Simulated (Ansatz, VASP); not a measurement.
# GaN in VASP and in Ansatz

```
CELL_PARAMETERS angstrom
0.00000 2.02417 2.02417
2.02417 0.00000 2.02417
2.02417 2.02417 0.00000
ATOMIC_POSITIONS crystal
Ga 0.00000 0.00000 0.00000
N 0.50000 0.50000 0.50000
```

Change from the starting cell: hydrostatic strain -4.0%.

Alike in both runs: task single point; functional PBE; k mesh 10 × 10 × 10; occupations fermi-dirac, width 0.02 eV; no spin polarisation.

|  | VASP | Ansatz |
| --- | --- | --- |
| version | VASP 6.6.1 | Ansatz 0.2.0 |
| potentials or method | VASP PAW PBE potentials, release 64 (Ga_d, N) | plane waves, PAW |
| plane-wave cutoff (eV) | 520 | 420 |
| valence electrons in the cell | 18 | 18 |

Ansatz gave:

* gap on the k mesh at the Fermi level (eV): 1.49
* pressure (GPa): 47.9

Q: Which values does VASP return?

A: gap on the k mesh at the Fermi level (eV): 1.48; pressure (GPa): 48.9.

Both programs put the cell under a high pressure, so it lies far from rest at this level. With one functional, cell and mesh, what is left measures potentials, basis and numerics.
